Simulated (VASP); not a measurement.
Input of a VASP 6.6.1 run:

File POSCAR:

```
Sn3Se
1.0
    0.0000000000      3.7331380000      3.7331380000
    3.7331380000      0.0000000000      3.7331380000
    3.7331380000      3.7331380000      0.0000000000
Sn Se
3 1
Direct
    0.5000000000      0.5000000000      0.5000000000
    0.7500000000      0.7500000000      0.7500000000
    0.2500000000      0.2500000000      0.2500000000
    0.0000000000      0.0000000000      0.0000000000
```

INCAR.step1

```
SYSTEM = Sn3Se
PREC = Accurate
ENCUT = 520
ISMEAR = -1
SIGMA = 0.1
LREAL = .FALSE.
LASPH = .TRUE.
NELM = 100
NBANDS = 32
GGA = PE
ALGO = Normal
EDIFF = 1E-4
LWAVE = .TRUE.
LCHARG = .FALSE.
```

Contents of INCAR.step2:

```
SYSTEM = Sn3Se
PREC = Accurate
ENCUT = 520
EDIFF = 1E-7
ISMEAR = -1
SIGMA = 0.1
LREAL = .FALSE.
LASPH = .TRUE.
NELM = 100
ALGO = Normal
ISIF = 2
LWAVE = .FALSE.
LCHARG = .FALSE.
METAGGA = R2SCAN
LMIXTAU = .TRUE.
NBANDS = 32
ISTART = 1
```

Contents of KPOINTS:

```
regular mesh
0
G
  5 5 5
  0 0 0
```

Potentials or basis: VASP PAW PBE potentials, release 64 (Sn_d, Se).

The run is started by

```console
$ cat potpaw_PBE.64/Sn_d/POTCAR potpaw_PBE.64/Se/POTCAR > POTCAR
$ cp INCAR.step1 INCAR
$ mpirun -np 1 vasp_std > vasp.out
$ cp INCAR.step2 INCAR
$ mpirun -np 1 vasp_std > vasp.out
```

Task: Predict the pressure.

Result: -0.9 GPa.

Caveat: the PAW data sets were made with another functional, which shifts forces and pressure a little.
